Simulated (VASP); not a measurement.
Here is a VASP 6.6.1 calculation.

File INCAR:

```
SYSTEM = AlCu3
  PREC = Accurate
  ENCUT = 600
  EDIFF = 1E-6
  ISMEAR = 0
  SIGMA = 0.1
  LREAL = .FALSE.
  LASPH = .TRUE.
  NELM = 100
  ALGO = Fast
  ISIF = 3
  LWAVE = .FALSE.
  LCHARG = .FALSE.
  GGA = PS
  IBRION = 2
  NSW = 70
  EDIFFG = -0.008
  PSTRESS = 400.0
```

The input KPOINTS:

```
Automatic mesh
0
G
  14 14 14
  0 0 0
```

POSCAR

```
AlCu3
1.0
    0.0000000000      2.7147347717      2.7147347717
    2.7147347717      0.0000000000      2.7147347717
    2.7147347717      2.7147347717      0.0000000000
Al Cu
1 3
Direct
    0.0000000000      0.0000000000      0.0000000000
    0.5000000000      0.5000000000      0.5000000000
    0.2500000000      0.2500000000      0.2500000000
    0.7500000000      0.7500000000      0.7500000000
```

Potentials or basis: VASP PAW PBE potentials, release 64 (Al, Cu).

The run is started by

```sh
$ cat potpaw_PBE.64/Al/POTCAR potpaw_PBE.64/Cu/POTCAR > POTCAR
$ mpirun -np 1 vasp_std > vasp.out
```

Question: Predict the relaxed volume.

Answer: 10.08 Å³/atom.

Question: What does it give for the space group after relaxing (to 0.1 Å)?

Answer: Fm-3m (No. 225).

Question: Estimate the relaxed cell.

Answer: a = 3.849 Å, b = 3.849 Å, c = 3.849 Å, α = 60.00°, β = 60.00°, γ = 60.00°.

Step by step:
```csv
step,energy change (eV),largest force (eV/Å),pressure (GPa),volume (Å³)
1,0.0000,0.0000,42.16,40.01
2,-0.1935,0.0000,36.35,40.80
3,-0.0825,0.0000,40.08,40.33
```

Caveat: the cell is relaxed towards a set pressure, so the run minimises the enthalpy, not the energy; the PAW data sets were made with another functional, which shifts forces and pressure a little.
